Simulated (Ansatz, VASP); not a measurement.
# C: VASP beside Ansatz

```xyz
2
Lattice="0.0000 1.7769 1.7769 1.7769 0.0000 1.7769 1.7769 1.7769 0.0000" Properties=species:S:1:pos:R:3 pbc="T T T"
C     1.7769    1.7769    1.7769
C     2.6654    2.6654    2.6654
```

Alike in both runs: functional PBEsol; k mesh 12 × 12 × 12; occupations gaussian, width 0.02 eV; no spin polarisation.

Ansatz relaxed the structure, and its values are those at the end. VASP's run is a single point on that final structure, the one shown.

|  | VASP | Ansatz |
| --- | --- | --- |
| version | VASP 6.6.1 | Ansatz 0.2.0 |
| potentials or method | VASP PAW PBE potentials, release 64 (C_h), cutoff 1300 eV | scalar-relativistic, plane waves, PAW |
| valence electrons in the cell | 8 | 8 |

VASP gave:

```
gap on the k mesh at the Fermi level (eV) : 4.07
least direct gap on the mesh (eV)         : 5.57
pressure (GPa)                            : 0.1
```

Q: What did Ansatz give for the same quantities?

A: gap on the k mesh at the Fermi level (eV): 4.07; least direct gap on the mesh (eV): 5.57; pressure (GPa): 0.0.

VASP's potentials were made for PBE, not for PBEsol.
